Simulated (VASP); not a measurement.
Set up this calculation in VASP 6.6.1, as the native input.

```
Task                   : single point
Functional             : r2SCAN
Potentials or basis    : VASP PAW PBE potentials, release 64 (Li_sv, Br)
Cutoff                 : 830 eV
k mesh                 : 6 × 6 × 6
Occupations            : gaussian, width 0.01 eV
Spin                   : no spin polarisation
Dipole correction      : no
Further INCAR settings : ALGO = Normal; EDIFF = 1e-06; NBANDS = 12
```

The system is LiBr.

```
Li Br
1.0
     0.00000    2.68362    2.68362
     2.68362    0.00000    2.68362
     2.68362    2.68362    0.00000
Li Br
1 1
Direct
  0.00000 0.00000 0.00000
  0.50000 0.50000 0.50000
```

This cell differs from its parent crystal: volume changed by -6%.

One way to write it, as run:

POSCAR

```
LiBr
1.0
    0.0000000000      2.6836237378      2.6836237378
    2.6836237378      0.0000000000      2.6836237378
    2.6836237378      2.6836237378      0.0000000000
Li Br
1 1
Direct
    0.0000000000      0.0000000000      0.0000000000
    0.5000000000      0.5000000000      0.5000000000
```

INCAR.step1

```
SYSTEM = LiBr
ALGO = Normal ; EDIFF = 1E-5
ENCUT = 830 ; GGA = PE
GGA_COMPAT = .False. ; ISMEAR = 0
LASPH = .True. ; LCHARG = .False.
LREAL = .False. ; LWAVE = .True.
NBANDS = 12 ; NELM = 120
PREC = Accurate ; SIGMA = 0.01
```

INCAR.step2

```
SYSTEM = LiBr
ALGO = Normal ; EDIFF = 1E-6
ENCUT = 830 ; GGA_COMPAT = .False.
ISIF = 2 ; ISMEAR = 0
ISTART = 1 ; LASPH = .True.
LCHARG = .False. ; LMIXTAU = .True.
LREAL = .False. ; LWAVE = .False.
METAGGA = R2SCAN ; NBANDS = 12
NELM = 120 ; PREC = Accurate
SIGMA = 0.01
```

KPOINTS

```
k-points
0
Gamma
  6 6 6
  0 0 0
```

Potentials or basis: VASP PAW PBE potentials, release 64 (Li_sv, Br).

Command:

```console
$ cat potpaw_PBE.64/Li_sv/POTCAR potpaw_PBE.64/Br/POTCAR > POTCAR
$ cp INCAR.step1 INCAR
$ mpirun -np 1 vasp_std > vasp.out
$ cp INCAR.step2 INCAR
$ mpirun -np 1 vasp_std > vasp.out
```

Results of the run:

| Item | Value |
| --- | --- |
| Pressure | 1.7 GPa |
| Band gap on the k mesh | 6.26 eV, direct |

Caveat: the PAW data sets were made with another functional, which shifts forces and pressure a little.

Run time: 110 s on 1 thread of Intel Xeon 8259CL (shared host), peak memory 0.22 GiB.
